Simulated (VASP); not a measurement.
# SrTiO3 (I4/mcm) in VASP: electric field gradients with LDA

Aim: the electric field gradients of SrTiO3 with LDA.

Everything below comes from runs of VASP 6.6.1. Logs are shortened: lines on timing, memory, paths and dates and some standing lists are left out, and cuts for length are marked.

## 1. The cell of the first run

The structure is tetragonal, space group I4/mcm (No. 140). The conventional cell has a = 5.511 Å, b = 5.511 Å, c = 7.796 Å, α = 90.00°, β = 90.00°, γ = 90.00°. Within 3.5 Å of Sr (site symmetry -42m) lie 12 O at 2.64 to 2.88 Å and 8 Ti at 3.38 Å. Within 2.6 Å of Ti (site symmetry 4/m) lie 6 O at 1.95 to 1.96 Å. O (site symmetry 422) has 2 Ti at 1.95 Å within 2.6 Å. O (site symmetry m2m) has 2 Ti at 1.96 Å and 4 Sr at 2.64 to 2.88 Å and 8 O at 2.76 to 2.77 Å within 2.9 Å.

## 2. Electric field gradients, LDA

Input file INCAR:

```
SYSTEM = SrTiO3
PREC     = Accurate       ! precision mode
ENCUT    = 520            ! plane-wave cutoff, eV
EDIFF    = 1E-8           ! SCF threshold, eV
ISMEAR   = -1             ! smearing method
SIGMA    = 0.02           ! smearing width, eV
LREAL    = .False.        ! projectors in reciprocal space
LASPH    = .True.         ! aspherical terms in the spheres
NELM     = 80             ! most SCF steps
ALGO     = Normal         ! electronic algorithm
ISIF     = 2              ! what is computed and relaxed
LWAVE    = .False.        ! write WAVECAR
LCHARG   = .False.        ! write CHGCAR
LEFG     = .True.       
NBANDS   = 51             ! bands
```

Input file KPOINTS:

```
Automatic mesh
0
Gamma
  8 8 8
  0 0 0
```

Input file POSCAR:

```
SrTiO3
1.0
   -2.7555000000      2.7555000000      3.8980000000
    2.7555000000     -2.7555000000      3.8980000000
    2.7555000000      2.7555000000     -3.8980000000
Sr Ti O
2 2 6
Direct
    0.7500000000      0.2500000000      0.5000000000
    0.2500000000      0.7500000000      0.5000000000
    0.0000000000      0.0000000000      0.0000000000
    0.5000000000      0.5000000000      0.0000000000
    0.2500000000      0.2500000000      0.0000000000
    0.7500000000      0.7500000000      0.0000000000
    0.7283236542      0.2283236542      0.9566473085
    0.2283236542      0.2716763458      0.5000000000
    0.2716763458      0.7716763458      0.0433526915
    0.7716763458      0.7283236542      0.5000000000
```

Potentials or basis: VASP PAW LDA potentials, release 64 (Sr_sv, Ti_sv, O).

On the command line:

```bash
$ cat potpaw_LDA.64/Sr_sv/POTCAR potpaw_LDA.64/Ti_sv/POTCAR potpaw_LDA.64/O/POTCAR > POTCAR
$ mpirun -np 1 vasp_std > vasp.out
```

OUTCAR:

```text
SYSTEM = SrTiO3
   PREC = Accurate
   ENCUT = 520
   EDIFF = 1E-8
   ISMEAR = -1
   LREAL = .False.
   LASPH = .True.
   NELM = 80
   ISIF = 2

 ion  position               nearest neighbor table
   1  0.750  0.250  0.500-   9 2.64   8 2.64  10 2.64   7 2.64   5 2.76   6 2.76   6 2.76   5 2.76
                             7 2.88   9 2.88   8 2.88  10 2.88   4 3.38   3 3.38   4 3.38   4 3.38
   2  0.250  0.750  0.500-   7 2.64   8 2.64  10 2.64   9 2.64   5 2.76   6 2.76   5 2.76   6 2.76
                             9 2.88   7 2.88  10 2.88   8 2.88   4 3.38   3 3.38   4 3.38   3 3.38
   3  0.000  0.000  0.000-   5 1.95   6 1.95   7 1.96   9 1.96   8 1.96  10 1.96   1 3.38   2 3.38
                             1 3.38   1 3.38   2 3.38   2 3.38   1 3.38   2 3.38
   4  0.500  0.500  0.000-   5 1.95   6 1.95   7 1.96   9 1.96  10 1.96   8 1.96   1 3.38   2 3.38
                             2 3.38   1 3.38   2 3.38   1 3.38   2 3.38   1 3.38
   5  0.250  0.250  0.000-   3 1.95   4 1.95   1 2.76   2 2.76   2 2.76   1 2.76
   6  0.750  0.750  0.000-   3 1.95   4 1.95   1 2.76   2 2.76   1 2.76   2 2.76
   7  0.728  0.228  0.957-   3 1.96   4 1.96   2 2.64   1 2.64   1 2.88   2 2.88
   8  0.228  0.272  0.500-   4 1.96   3 1.96   1 2.64   2 2.64   1 2.88   2 2.88
   9  0.272  0.772  0.043-   3 1.96   4 1.96   1 2.64   2 2.64   2 2.88   1 2.88
  10  0.772  0.728  0.500-   3 1.96   4 1.96   1 2.64   2 2.64   1 2.88   2 2.88

  LATTYP: Found a body centered tetragonal cell.
 ALAT       =     5.5110000000
 C/A-ratio  =     1.4146252949

  Lattice vectors:

 A1 = (  -2.7555000000,   2.7555000000,   3.8980000000)
 A2 = (   2.7555000000,  -2.7555000000,   3.8980000000)
 A3 = (   2.7555000000,   2.7555000000,  -3.8980000000)

Analysis of symmetry for initial positions (statically):
=====================================================================
 Subroutine PRICEL returns:
 Original cell was already a primitive cell.

 Routine SETGRP: Setting up the symmetry group for a
 body centered tetragonal supercell.

 Subroutine GETGRP returns: Found 16 space group operations
 (whereof  8 operations were pure point group operations)
 out of a pool of 16 trial point group operations.

The static configuration has the point symmetry C_4h.
 The point group associated with its full space group is D_4h.

Analysis of symmetry for dynamics (positions and initial velocities):
=====================================================================
 Subroutine PRICEL returns:
 Original cell was already a primitive cell.

 Routine SETGRP: Setting up the symmetry group for a
 body centered tetragonal supercell.

 Subroutine GETGRP returns: Found 16 space group operations
 (whereof  8 operations were pure point group operations)
 out of a pool of 16 trial point group operations.

The dynamic configuration has the point symmetry C_4h.
 The point group associated with its full space group is D_4h.

 Subroutine INISYM returns: Found 16 space group operations
 (whereof  8 operations are pure point group operations),
 and found     1 'primitive' translations

----------------------------------------------------------------------------------------

                                     Primitive cell

  volume of cell :     118.3866

  direct lattice vectors                    reciprocal lattice vectors
    -2.755500000  2.755500000  3.898000000     0.000000000  0.181455271  0.128270908
     2.755500000 -2.755500000  3.898000000     0.181455271  0.000000000  0.128270908
     2.755500000  2.755500000 -3.898000000     0.181455271  0.181455271  0.000000000

  length of vectors
     5.511802291  5.511802291  5.511802291     0.222214854  0.222214854  0.256616506

  position of ions in fractional coordinates (direct lattice)
     0.750000000  0.250000000  0.500000000
     0.250000000  0.750000000  0.500000000
     0.000000000  0.000000000  0.000000000
     0.500000000  0.500000000  0.000000000
     0.250000000  0.250000000  0.000000000
     0.750000000  0.750000000  0.000000000
     0.728323654  0.228323654  0.956647309
     0.228323654  0.271676346  0.500000000
     0.271676346  0.771676346  0.043352691
     0.771676346  0.728323654  0.500000000

  ion indices of the primitive-cell ions
   primitive index   ion index
                 1           1
                 2           2
                 3           3
                 4           4
                 5           5
                 6           6
                 7           7
                 8           8
                 9           9
                10          10

----------------------------------------------------------------------------------------

 KPOINTS: Automatic mesh

Automatic generation of k-mesh.
 Grid dimensions read from file:
[... 65 lines left out ...]
   EDIFF  = 0.1E-07   stopping-criterion for ELM
   LREAL  =      F    real-space projection
   EDIFFG = 0.1E-06   stopping-criterion for IOM
   NSW    =      0    number of steps for IOM
   IBRION =     -1    ionic relax: 0-MD 1-quasi-New 2-CG
   NFREE  =      0    steps in history (QN), initial steepest desc. (CG)
   ISIF   =      2    stress and relaxation
   ISYM   =      2    0-nonsym 1-usesym 2-fastsym
   POTIM  = 0.5000    time-step for ionic-motion
   TEBEG  =    0.0;   TEEND  =   0.0 temperature during run
   PSTRESS=    0.0 pullay stress
   NELECT =      80.0000    total number of electrons
   NUPDOWN=      -1.0000    fix difference up-down
   EMIN   =  10.00;   EMAX   =-10.00  energy-range for DOS
   EFERMI =   0.00;   METHOD = LEGACY
   ISMEAR =    -1;   SIGMA  =   0.02  broadening in eV -4-tet -1-fermi 0-gaus
   EFERMI_NEDOS =   21; number of points for ismear=-14 and -15
   IALGO  =     38    algorithm
   IMIX   =      4    mixing-type and parameters
     AMIX     =   0.40;   BMIX     =  1.00
     AMIX_MAG =   1.60;   BMIX_MAG =  1.00
  volume/ion in A,a.u.               =      11.84        79.89
  Fermi-wavevector in a.u.,A,eV,Ry     =   1.436605  2.714789 28.080152  2.063833
  Thomas-Fermi vector in A             =   2.555774
   LORBIT       =      0    0 simple, 1 ext, 2 COOP (PROOUT), +10 PAW based schemes
   GGA     = CA    functional components
   LHFCALC =     F    Hartree Fock is set to
   AEXX    =    0.0000 exact exchange contribution
   IVDW    =     0    specifies the selected vdW correction
   LEPSILON=     F    determine dielectric tensor
   LRPA    =     F    only Hartree local field effects (RPA)
 non-spin polarized calculation
  energy-cutoff  :      520.00
  volume of cell :      118.39
 maximum number of plane-waves:      3250
 NGX is ok and might be reduce to    42
   NGX = 21   NGY = 21   NGZ = 21

 number of electron      80.0000007 magnetization

 Free energy of the ion-electron system (eV)
  ---------------------------------------------------
  ext. energy  EPLUGINS =         0.00000000
  ---------------------------------------------------
  free energy    TOTEN  =       -88.31464322 eV

  energy without entropy =      -88.31464322  energy(sigma->0) =      -88.31464322

 E-fermi :   4.3822     XC(G=0): -11.8276

 val. band max:        3.8314876393   @ k =  -0.1250   0.1250   0.0000
 cond. band min:       5.6846643292   @ k =   0.0000   0.0000   0.0000
 fundamental gap:      1.8531766899
 Fermi energy:         4.3822120023

 k-point     1 :       0.0000    0.0000    0.0000
  band No.  band energies     occupation
      1     -51.8315      2.00000
      2     -51.8264      2.00000
      3     -28.5563      2.00000
      4     -28.5467      2.00000
      5     -28.5467      2.00000
      6     -28.4879      2.00000
[... 1285 lines left out ...]
     50      11.0229      0.00000
     51      11.4371      0.00000

 [... further k-points ...]

------------------------ aborting loop because EDIFF is reached ----------------------------------------

  FORCE on cell =-STRESS in cart. coord.  units (eV):
  Direction    XX          YY          ZZ          XY          YZ          ZX
  --------------------------------------------------------------------------------------
  -------------------------------------------------------------------------------------
  Total       -4.3598882     -4.3598882     -3.5968998      0.0000000      0.0000000      0.0000000
  in kB      -59.0042473    -59.0042473    -48.6783969      0.0000000      0.0000000      0.0000000
  external PRESSURE =     -55.5622972 kB  Pullay stress =       0.0000000 kB

 VOLUME and BASIS-vectors are now :
 -----------------------------------------------------------------------------
  energy-cutoff  :      520.00
  volume of cell :      118.39
      direct lattice vectors                 reciprocal lattice vectors
    -2.755500000  2.755500000  3.898000000     0.000000000  0.181455271  0.128270908
     2.755500000 -2.755500000  3.898000000     0.181455271  0.000000000  0.128270908
     2.755500000  2.755500000 -3.898000000     0.181455271  0.181455271  0.000000000

 POSITION                                       TOTAL-FORCE (eV/Angst)
 -----------------------------------------------------------------------------------
     -0.00000      2.75550      1.94900         0.000000     -0.000000      0.000000
      2.75550     -0.00000      1.94900         0.000000     -0.000000      0.000000
      0.00000      0.00000      0.00000         0.000000     -0.000000      0.000000
      0.00000      0.00000      3.89800        -0.000000     -0.000000      0.000000
      0.00000      0.00000      1.94900         0.000000     -0.000000      0.000000
      0.00000      0.00000      5.84700        -0.000000     -0.000000      0.000000
      1.25829      4.01379     -0.00000         0.001603      0.001603      0.000000
      1.49721      1.25829     -0.00000        -0.001603      0.001603     -0.000000
      1.49721     -1.25829      3.89800        -0.001603     -0.001603      0.000000
      1.25829      1.49721      3.89800         0.001603     -0.001603     -0.000000
 -----------------------------------------------------------------------------------
    total drift:                               -0.000000     -0.000000      0.000000

  FREE ENERGIE OF THE ION-ELECTRON SYSTEM (eV)
  ---------------------------------------------------
  free  energy   TOTEN  =       -88.3146432203 eV

  energy  without entropy=      -88.3146432203  energy(sigma->0) =      -88.31464322

 Electric field gradients (V/A^2)
---------------------------------------------------------------------
 ion       V_xx      V_yy      V_zz      V_xy      V_xz      V_yz
---------------------------------------------------------------------
   1       7.210     7.210   -14.419     0.001     0.001     0.001
   2       7.210     7.210   -14.419     0.001     0.001     0.001
   3       1.602     1.602    -3.203     0.001     0.001     0.001
   4       1.602     1.602    -3.203     0.001     0.001     0.001
   5      -3.255    -3.255     6.510     0.001     0.001     0.001
   6      -3.255    -3.255     6.510     0.001     0.001     0.001
   7       2.415     2.415    -4.830    -6.645    -0.001    -0.001
   8       2.415     2.415    -4.830     6.645    -0.000    -0.000
   9       2.415     2.415    -4.830    -6.645    -0.001    -0.001
  10       2.415     2.415    -4.830     6.645    -0.000    -0.000
---------------------------------------------------------------------

 Electric field gradients after diagonalization (V/A^2)
 (convention: |V_zz| > |V_xx| > |V_yy|)
----------------------------------------------------------------------
 ion       V_xx      V_yy      V_zz     asymmetry (V_yy - V_xx)/ V_zz
----------------------------------------------------------------------
   1       7.211     7.209   -14.419       0.000
   2       7.211     7.209   -14.419       0.000
   3       1.602     1.601    -3.203       0.000
   4       1.602     1.601    -3.203       0.000
   5      -3.256    -3.253     6.510       0.000
   6      -3.256    -3.253     6.510       0.000
   7      -4.830    -4.230     9.060       0.066
   8      -4.830    -4.230     9.060       0.066
   9      -4.830    -4.230     9.060       0.066
  10      -4.830    -4.230     9.060       0.066
----------------------------------------------------------------------

           NMR quadrupolar parameters

 Cq : quadrupolar parameter    Cq=e*Q*V_zz/h
 eta: asymmetry parameters     (V_yy - V_xx)/ V_zz
 Q  : nuclear electric quadrupole moment in mb (millibarn)
----------------------------------------------------------------------
 ion       Cq(MHz)       eta       Q (mb)
----------------------------------------------------------------------
   1      -0.035       0.000       1.000
   2      -0.035       0.000       1.000
   3      -0.008       0.000       1.000
   4      -0.008       0.000       1.000
   5       0.016       0.000       1.000
   6       0.016       0.000       1.000
   7       0.022       0.066       1.000
   8       0.022       0.066       1.000
   9       0.022       0.066       1.000
  10       0.022       0.066       1.000
----------------------------------------------------------------------
```

It took 18 min on 1 thread of AMD EPYC 7R13, shared host; peak memory 0.39 GiB.

What came out:

* Free energy: -88.3146 eV
* Pressure: -5.6 GPa
* Band gap on the k mesh: 1.85 eV
* Largest electric field gradient by atom: Sr -14.4; Ti -3.2; O +6.5, +9.1 (each value once) V/Å²

Forces on the atoms (eV/Å):
```
Sr   0.000  0.000  0.000
Sr   0.000  0.000  0.000
Ti   0.000  0.000  0.000
Ti   0.000  0.000  0.000
O    0.000  0.000  0.000
O    0.000  0.000  0.000
O    0.002  0.002  0.000
O   -0.002  0.002  0.000
O   -0.002 -0.002  0.000
O    0.002 -0.002  0.000
```

Stress tensor (GPa, compression positive):
```
-5.90  0.00  0.00
 0.00 -5.90  0.00
 0.00  0.00 -4.87
```

Levels at points of the mesh, in eV from the valence-band top:
```csv
k point,band 38,band 39,band 40,band 41,band 42,band 43
"(0.00, 0.00, 0.00)",-0.13,0.00,0.00,1.85,1.85,1.86
"(0.50, 0.00, 0.00)",-0.78,-0.59,-0.59,3.34,3.34,3.39
"(0.50, 0.50, 0.00)",-0.69,-0.68,-0.05,2.00,3.73,3.74
"(0.50, 0.50, 0.50)",-0.65,-0.65,-0.08,2.03,3.70,3.70
```

Electric field gradients, principal values (V/Å²):
```csv
atom,least,middle,greatest (by size)
1 Sr,7.209,7.211,-14.419
2 Sr,7.209,7.211,-14.419
3 Ti,1.601,1.602,-3.203
4 Ti,1.601,1.602,-3.203
5 O,-3.253,-3.256,6.510
6 O,-3.253,-3.256,6.510
7 O,-4.230,-4.830,9.060
8 O,-4.230,-4.830,9.060
9 O,-4.230,-4.830,9.060
10 O,-4.230,-4.830,9.060
```

Caveat: the cell stands under tension; without QUAD_EFG the Cq values of the log hold for a quadrupole moment of 1 mb, not for the nuclei.
